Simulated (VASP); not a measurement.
Crystal: AgS.

```xyz
2
Lattice="0.0000 2.9111 2.9111 2.9111 0.0000 2.9111 2.9111 2.9111 0.0000" Properties=species:S:1:pos:R:3 pbc="T T T"
Ag    0.0000    0.0000    0.0000
S     2.9111    2.9111    2.9111
```

Base run:

| Property | Result |
| --- | --- |
| Program | VASP 6.6.1 |
| Functional | PBE |
| Potentials or basis | VASP PAW PBE potentials, release 64 (Ag, S) |
| Cutoff | 520 eV |
| k mesh | 6 × 6 × 6 |
| Occupations | gaussian, width 0.1 eV |
| Spin | no spin polarisation |

Its results: pressure -11.2 GPa.

Task: The run is repeated on the same cell with these changes: spin from no spin polarisation to collinear spin, ferromagnetic start; further incar settings from ALGO = Normal; EDIFF = 1e-06; NBANDS = 16 to ALGO = Normal; EDIFF = 1e-06; NBANDS = 20. What comes out?

Result: Pressure -11.2 GPa; net moment 0.11 μB per cell; site moments Ag +0.02; S +0.05 μB.
